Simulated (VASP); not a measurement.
# TiCo (Pm-3m) in VASP: single point with PBEsol

Aim: the single point of TiCo with PBEsol.

All numbers are computed with VASP 6.6.1; they aren't measurements. Logs are shortened: lines on timing, memory, paths and dates and some standing lists are left out, and cuts for length are marked.

### Step 1. The cell of the first run

Symmetry: Pm-3m, No. 221, cubic system. Conventional cell: a = 2.861 Å, b = 2.861 Å, c = 2.861 Å, α = 90.00°, β = 90.00°, γ = 90.00°. Within 3.3 Å of Ti (site symmetry m-3m) lie 8 Co at 2.48 Å and 6 Ti at 2.86 Å. Co (site symmetry m-3m) has 8 Ti at 2.48 Å and 6 Co at 2.86 Å within 3.3 Å.

### Step 2. Single point, PBEsol, collinear spin, ferromagnetic start (V replaced by Ti, lengths x 1.015, strained)

INCAR reads:

```
SYSTEM = TiCo
PREC = Accurate
ENCUT = 520
EDIFF = 1E-6
ISMEAR = 0
SIGMA = 0.1
LREAL = .False.
LASPH = .True.
NELM = 150
ALGO = Fast
ISIF = 2
LWAVE = .False.
LCHARG = .False.
ISPIN = 2
MAGMOM = 0 0.24
LORBIT = 11
LMAXMIX = 4
GGA = PS
NBANDS = 22
```

KPOINTS reads:

```
Automatic mesh
0
Gamma
  14 14 14
  0 0 0
```

POSCAR reads:

```
TiCo
1.0
    2.8605030385      0.0000000000      0.0000000000
    0.0000000000      2.8605030385      0.0000000000
    0.0000000000      0.0000000000      2.8605030385
Ti Co
1 1
Direct
    0.0000000000      0.0000000000      0.0000000000
    0.5000000000      0.5000000000      0.5000000000
```

Potentials or basis: VASP PAW PBE potentials, release 64 (Ti_sv, Co).

On the command line:

```
> cat potpaw_PBE.64/Ti_sv/POTCAR potpaw_PBE.64/Co/POTCAR > POTCAR
> mpirun -np 1 vasp_std > vasp.out
```

OUTCAR:

```text
SYSTEM = TiCo
   PREC = Accurate
   ENCUT = 520
   EDIFF = 1E-6
   ISMEAR = 0
   LREAL = .False.
   LASPH = .True.
   NELM = 150
   ISIF = 2
   ISPIN = 2
   LORBIT = 11
   GGA = PS

 ion  position               nearest neighbor table
   1  0.000  0.000  0.000-   2 2.48   2 2.48   2 2.48   2 2.48   2 2.48   2 2.48   2 2.48   2 2.48

   2  0.500  0.500  0.500-   1 2.48   1 2.48   1 2.48   1 2.48   1 2.48   1 2.48   1 2.48   1 2.48

  LATTYP: Found a simple cubic cell.
 ALAT       =     2.8605030385

  Lattice vectors:

 A1 = (   2.8605030385,   0.0000000000,   0.0000000000)
 A2 = (   0.0000000000,   2.8605030385,   0.0000000000)
 A3 = (   0.0000000000,   0.0000000000,   2.8605030385)

Analysis of symmetry for initial positions (statically):
=====================================================================
 Subroutine PRICEL returns:
 Original cell was already a primitive cell.

 Routine SETGRP: Setting up the symmetry group for a
 simple cubic supercell.

 Subroutine GETGRP returns: Found 48 space group operations
 (whereof 48 operations were pure point group operations)
 out of a pool of 48 trial point group operations.

The static configuration has the point symmetry O_h .

Analysis of symmetry for dynamics (positions and initial velocities):
=====================================================================
 Subroutine PRICEL returns:
 Original cell was already a primitive cell.

 Routine SETGRP: Setting up the symmetry group for a
 simple cubic supercell.

 Subroutine GETGRP returns: Found 48 space group operations
 (whereof 48 operations were pure point group operations)
 out of a pool of 48 trial point group operations.

The dynamic configuration has the point symmetry O_h .

Analysis of structural, dynamic, and magnetic symmetry:
=====================================================================
 Subroutine PRICEL returns:
 Original cell was already a primitive cell.

 Routine SETGRP: Setting up the symmetry group for a
 simple cubic supercell.

 Subroutine GETGRP returns: Found 48 space group operations
 (whereof 48 operations were pure point group operations)
 out of a pool of 48 trial point group operations.

The overall configuration has the point symmetry O_h .

 Subroutine INISYM returns: Found 48 space group operations
 (whereof 48 operations are pure point group operations),
 and found     1 'primitive' translations

----------------------------------------------------------------------------------------

                                     Primitive cell

  volume of cell :      23.4060

  direct lattice vectors                    reciprocal lattice vectors
     2.860503039  0.000000000  0.000000000     0.349588861  0.000000000  0.000000000
     0.000000000  2.860503039  0.000000000     0.000000000  0.349588861  0.000000000
     0.000000000  0.000000000  2.860503039     0.000000000  0.000000000  0.349588861

  length of vectors
     2.860503039  2.860503039  2.860503039     0.349588861  0.349588861  0.349588861

  position of ions in fractional coordinates (direct lattice)
     0.000000000  0.000000000  0.000000000
     0.500000000  0.500000000  0.500000000

  ion indices of the primitive-cell ions
   primitive index   ion index
                 1           1
                 2           2

----------------------------------------------------------------------------------------

 KPOINTS: Automatic mesh

Automatic generation of k-mesh.
 Grid dimensions read from file:
 generate k-points for:   14   14   14

 Generating k-lattice:

  Cartesian coordinates                     Fractional coordinates (reciprocal lattice)
     0.024970633  0.000000000  0.000000000     0.071428571  0.000000000  0.000000000
     0.000000000  0.024970633  0.000000000     0.000000000  0.071428571  0.000000000
     0.000000000  0.000000000  0.024970633     0.000000000  0.000000000  0.071428571

  Length of vectors
     0.024970633  0.024970633  0.024970633

  Shift w.r.t. Gamma in fractional coordinates (k-lattice)
     0.000000000  0.000000000  0.000000000

 Subroutine IBZKPT returns following result:
 ===========================================

 Found    120 irreducible k-points:

 Following reciprocal coordinates:
            Coordinates               Weight
  0.000000  0.000000  0.000000      1.000000
  0.071429  0.000000  0.000000      6.000000
  0.142857  0.000000  0.000000      6.000000
  0.214286  0.000000  0.000000      6.000000
  0.285714  0.000000  0.000000      6.000000
  0.357143  0.000000  0.000000      6.000000
[... 16 lines left out ...]
  0.285714  0.214286  0.000000     24.000000
  0.357143  0.214286  0.000000     24.000000
 [... further k-points ...]
   k-points           NKPTS =    120   k-points in BZ     NKDIM =    120   number of bands    NBANDS=     22
   number of dos      NEDOS =    301   number of ions     NIONS =      2
   total plane-waves  NPLWV =  13824
   dimension x,y,z NGX =    24 NGY =   24 NGZ =   24
   dimension x,y,z NGXF=    48 NGYF=   48 NGZF=   48
   ions per type =               1   1
   NGX,Y,Z   is equivalent  to a cutoff of  13.95, 13.95, 13.95 a.u.
   NGXF,Y,Z  is equivalent  to a cutoff of  27.90, 27.90, 27.90 a.u.
 SYSTEM =  TiCo
   PREC   = accura    normal or accurate (medium, high low for compatibility)
   ISTART =      0    job   : 0-new  1-cont  2-samecut
   ICHARG =      2    charge: 1-file 2-atom 10-const
   ISPIN  =      2    spin polarized calculation?
   LNONCOLLINEAR =      F non collinear calculations
   LSORBIT =      F    spin-orbit coupling
   LASPH  =      T    aspherical Exc in radial PAW
   ENCUT  =  520.0 eV  38.22 Ry    6.18 a.u.   5.32  5.32  5.32*2*pi/ulx,y,z
   NELM   =    150;   NELMIN=  2; NELMDL= -5     # of ELM steps
   EDIFF  = 0.1E-05   stopping-criterion for ELM
   LREAL  =      F    real-space projection
   EDIFFG = 0.1E-04   stopping-criterion for IOM
   NSW    =      0    number of steps for IOM
   IBRION =     -1    ionic relax: 0-MD 1-quasi-New 2-CG
   NFREE  =      0    steps in history (QN), initial steepest desc. (CG)
   ISIF   =      2    stress and relaxation
   ISYM   =      2    0-nonsym 1-usesym 2-fastsym
   POTIM  = 0.5000    time-step for ionic-motion
   TEBEG  =    0.0;   TEEND  =   0.0 temperature during run
   PSTRESS=    0.0 pullay stress
   NELECT =      21.0000    total number of electrons
   NUPDOWN=      -1.0000    fix difference up-down
   EMIN   =  10.00;   EMAX   =-10.00  energy-range for DOS
   EFERMI =   0.00;   METHOD = LEGACY
   ISMEAR =     0;   SIGMA  =   0.10  broadening in eV -4-tet -1-fermi 0-gaus
   EFERMI_NEDOS =   21; number of points for ismear=-14 and -15
   IALGO  =     68    algorithm
   IMIX   =      4    mixing-type and parameters
     AMIX     =   0.40;   BMIX     =  1.00
     AMIX_MAG =   1.60;   BMIX_MAG =  1.00
  volume/ion in A,a.u.               =      11.70        78.98
  Fermi-wavevector in a.u.,A,eV,Ry     =   1.578964  2.983809 33.921049  2.493127
  Thomas-Fermi vector in A             =   2.679415
   LORBIT       =     11    0 simple, 1 ext, 2 COOP (PROOUT), +10 PAW based schemes
   GGA     = PS    functional components
   LHFCALC =     F    Hartree Fock is set to
   AEXX    =    0.0000 exact exchange contribution
   IVDW    =     0    specifies the selected vdW correction
   LEPSILON=     F    determine dielectric tensor
   LRPA    =     F    only Hartree local field effects (RPA)
 spin polarized calculation
 RMM-DIIS sequential band-by-band and
 Gauss-broadening in eV      SIGMA  =   0.10
  energy-cutoff  :      520.00
  volume of cell :       23.41
 maximum number of plane-waves:       651
 NGX is ok and might be reduce to    24
   NGX = 11   NGY = 11   NGZ = 11

 number of electron      20.9999998 magnetization       0.3651732

 Free energy of the ion-electron system (eV)
  ---------------------------------------------------
  ext. energy  EPLUGINS =         0.00000000
  ---------------------------------------------------
  free energy    TOTEN  =       -16.81438073 eV

  energy without entropy =      -16.80417925  energy(sigma->0) =      -16.80927999

 E-fermi :  11.5387     XC(G=0): -13.4429

 val. band max:       11.5384570330   @ k =   0.5000   0.5000   0.2143
 cond. band min:      11.5425873406   @ k =   0.5000   0.0000   0.0000
 fundamental gap:      0.0041303077
 Fermi energy:        11.5387142141

 spin component 1

 k-point     1 :       0.0000    0.0000    0.0000
  band No.  band energies     occupation
      1     -45.2281      1.00000
      2     -21.3701      1.00000
      3     -21.3701      1.00000
      4     -21.3701      1.00000
      5       3.3087      1.00000
      6       6.8922      1.00000
[... 14 lines left out ...]
     21      33.4596      0.00000
     22      33.4597      0.00000
[... 552 lines left out ...]
  band No.  band energies     occupation
      1     -45.1625      1.00000
      2     -21.7305      1.00000
      3     -21.5151      1.00000
      4     -21.3264      1.00000
      5       6.2622      1.00000
      6       7.6675      1.00000
[... 14 lines left out ...]
     21      30.9026      0.00000
     22      33.0371      0.00000

 [... further k-points ...]

 spin component 2

 k-point     1 :       0.0000    0.0000    0.0000
  band No.  band energies     occupation
      1     -45.2099      1.00000
      2     -21.3521      1.00000
      3     -21.3521      1.00000
      4     -21.3521      1.00000
      5       3.3311      1.00000
      6       7.1259      1.00000
[... 14 lines left out ...]
     21      33.4478      0.00000
     22      33.4487      0.00000
[... 552 lines left out ...]
  band No.  band energies     occupation
      1     -45.1442      1.00000
      2     -21.7136      1.00000
      3     -21.4976      1.00000
      4     -21.3083      1.00000
      5       6.3162      1.00000
      6       7.8668      1.00000
[... 14 lines left out ...]
     21      30.8971      0.00000
     22      33.0853      0.00000

 [... further k-points ...]

------------------------ aborting loop because EDIFF is reached ----------------------------------------

  FORCE on cell =-STRESS in cart. coord.  units (eV):
  Direction    XX          YY          ZZ          XY          YZ          ZX
  --------------------------------------------------------------------------------------
  -------------------------------------------------------------------------------------
  Total        2.4612405      2.4612405      2.4612405      0.0000000      0.0000000      0.0000000
  in kB      168.4757471    168.4757471    168.4757471      0.0000000      0.0000000      0.0000000
  external PRESSURE =     168.4757471 kB  Pullay stress =       0.0000000 kB

 VOLUME and BASIS-vectors are now :
 -----------------------------------------------------------------------------
  energy-cutoff  :      520.00
  volume of cell :       23.41
      direct lattice vectors                 reciprocal lattice vectors
     2.860503039  0.000000000  0.000000000     0.349588861  0.000000000  0.000000000
     0.000000000  2.860503039  0.000000000     0.000000000  0.349588861  0.000000000
     0.000000000  0.000000000  2.860503039     0.000000000  0.000000000  0.349588861

 POSITION                                       TOTAL-FORCE (eV/Angst)
 -----------------------------------------------------------------------------------
      0.00000      0.00000      0.00000         0.000000      0.000000      0.000000
      1.43025      1.43025      1.43025         0.000000      0.000000      0.000000
 -----------------------------------------------------------------------------------
    total drift:                                0.000000      0.000000     -0.000000

  FREE ENERGIE OF THE ION-ELECTRON SYSTEM (eV)
  ---------------------------------------------------
  free  energy   TOTEN  =       -16.8143807296 eV

  energy  without entropy=      -16.8041792501  energy(sigma->0) =      -16.80927999

 total charge

# of ion       s       p       d       tot
------------------------------------------
    1        2.281   6.228   1.987  10.496
    2        0.578   0.531   7.425   8.534
--------------------------------------------------
tot          2.859   6.759   9.412  19.031

 magnetization (x)

# of ion       s       p       d       tot
------------------------------------------
    1       -0.001  -0.004   0.018   0.013
    2        0.016  -0.001   0.344   0.359
--------------------------------------------------
tot          0.015  -0.005   0.362   0.372
```

Wall time 92 s (1 thread of Intel Xeon 6975P-C (Granite Rapids), shared host); peak memory 0.21 GiB.

Results:

```yaml
Free_energy: -16.8144 eV
Pressure: 16.8 GPa
Net_moment: 0.37 μB per cell
Site_moments: Ti +0.01; Co +0.36 μB
Valence_electrons_inside_the_program's_atomic_spheres: Ti 10.50; Co 8.53
```

Caveat: the cell differs from its parent crystal (V replaced by Ti, lengths x 1.015, strained); the cell stands under pressure; the PAW data sets were made with another functional, which shifts forces and pressure a little.
